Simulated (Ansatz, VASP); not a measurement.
**Two plane-wave programs on CdS**

Contents of POSCAR:

```
CdS
1.0
    4.1500000000      0.0000000000      0.0000000000
   -2.0750000000      3.5940054300      0.0000000000
    0.0000000000      0.0000000000      6.7370000000
Cd S
2 2
Direct
    0.3333333300      0.6666666700      0.0000000000
    0.6666666700      0.3333333300      0.5000000000
    0.3333333300      0.6666666700      0.3750000000
    0.6666666700      0.3333333300      0.8750000000
```

File INCAR.step1:

```
SYSTEM = CdS
PREC     = Accurate       ! precision mode
ENCUT    = 400            ! plane-wave cutoff, eV
EDIFF    = 1E-5           ! SCF threshold, eV
ISMEAR   = 0              ! smearing method
SIGMA    = 0.01           ! smearing width, eV
LREAL    = .FALSE.        ! projectors in reciprocal space
LASPH    = .TRUE.         ! aspherical terms in the spheres
NELM     = 120            ! most SCF steps
ALGO     = Normal         ! electronic algorithm
ISIF     = 2              ! what is computed and relaxed
LWAVE    = .TRUE.         ! write WAVECAR
NBANDS   = 26             ! bands
GGA      = PE             ! functional
GGA_COMPAT= .FALSE.
```

File INCAR.step2:

```
SYSTEM = CdS
PREC     = Accurate       ! precision mode
ENCUT    = 400            ! plane-wave cutoff, eV
EDIFF    = 1E-6           ! SCF threshold, eV
ISMEAR   = 0              ! smearing method
SIGMA    = 0.01           ! smearing width, eV
LREAL    = .FALSE.        ! projectors in reciprocal space
LASPH    = .TRUE.         ! aspherical terms in the spheres
NELM     = 120            ! most SCF steps
ALGO     = Normal         ! electronic algorithm
ISIF     = 2              ! what is computed and relaxed
LWAVE    = .FALSE.        ! write WAVECAR
LCHARG   = .TRUE.         ! write CHGCAR
GGA      = PE             ! functional
LHFCALC  = .TRUE.         ! exact exchange
AEXX     = 0.25           ! exact-exchange fraction
PRECFOCK = Normal       
LELF     = .TRUE.         ! ELF
LVHAR    = .TRUE.       
NBANDS   = 26             ! bands
ISTART   = 1            
GGA_COMPAT= .FALSE.
```

KPOINTS

```
regular mesh
0
G
  6 6 2
  0 0 0
```

Input for Ansatz:

```yaml
crystal:
  lattice:
    - [4.15, 0.0, 0.0]
    - [-2.075, 3.59400543, 0.0]
    - [0.0, 0.0, 6.737]
  atoms:
    - { symbol: Cd, position: [0.33333333000000004, 0.66666667, 0.0] }
    - { symbol: Cd, position: [0.66666667, 0.33333333, 0.5] }
    - { symbol: S, position: [0.33333333000000004, 0.66666667, 0.37499999999999994] }
    - { symbol: S, position: [0.66666667, 0.33333333, 0.875] }
kpoints:
  mp_grid:
    grid: [6, 6, 2]
hamiltonian:
  xc: pbe0
scf:
  occupations:
    method: fixed
output:
  eigenvalues: true
```

Alike in both runs: task single point; functional PBE0; k mesh 6 × 6 × 2; no spin polarisation.

```csv
,VASP,Ansatz
version,VASP 6.6.1,Ansatz 0.2.0
potentials or method,"VASP PAW PBE potentials, release 64 (Cd, S)","plane waves, PAW"
plane-wave cutoff (eV),400,420
occupations,"gaussian, width 0.01 eV",fixed
valence electrons in the cell,36,52
```

Ansatz gave:

```
gap on the k mesh at the Fermi level (eV) : 2.87
```

Estimate VASP's values.

gap on the k mesh at the Fermi level (eV): 2.88.

VASP's potentials hold 36 valence electrons a cell and Ansatz's 52, so a difference there can come from the potentials and not from the codes.

The k mesh is coarse, so the values compare programs but aren't converged.
